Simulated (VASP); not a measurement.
Set up this calculation in VASP 6.6.1, as the native input.

- Task: single point
- Functional: PBEsol
- Potentials or basis: VASP PAW PBE potentials, release 64 (Bi_d)
- Cutoff: 500 eV
- k mesh: 7 × 7 × 7
- Occupations: gaussian, width 0.05 eV
- Spin: no spin polarisation
- Dipole correction: no
- Further INCAR settings: ALGO = Normal; EDIFF = 1e-06; NBANDS = 14

The structure of Bi lies in POSCAR:

```
Bi
1.0
    3.0776405952      0.0000000000      0.0000000000
    0.0000000000      3.0776405952      0.0000000000
    0.0000000000      0.0000000000      3.0776405952
Bi
1
Direct
    0.0000000000      0.0000000000      0.0000000000
```

The input as run:

INCAR

```
ALGO = Normal
EDIFF = 1E-6
ENCUT = 500
GGA = PS
GGA_COMPAT = F
ISIF = 2
ISMEAR = 0
LASPH = T
LCHARG = F
LREAL = F
LWAVE = F
NBANDS = 14
NELM = 120
PREC = Accurate
SIGMA = 0.05
```

KPOINTS

```
k-points
0
Gamma
  7 7 7
```

Potentials or basis: VASP PAW PBE potentials, release 64 (Bi_d).

Launch:

```console
$ cat potpaw_PBE.64/Bi_d/POTCAR > POTCAR
$ mpirun -np 1 vasp_std > vasp.out
```

It gave:

```
Pressure : 10.0 GPa
```

Caveat: the PAW data sets were made with another functional, which shifts forces and pressure a little.

Wall time 5.9 s on 1 thread of Intel(R) Xeon(R) Platinum 8259CL CPU @ 2.50GHz (Skylake/Cascade Lake), on a shared host, peak memory 0.13 GiB.
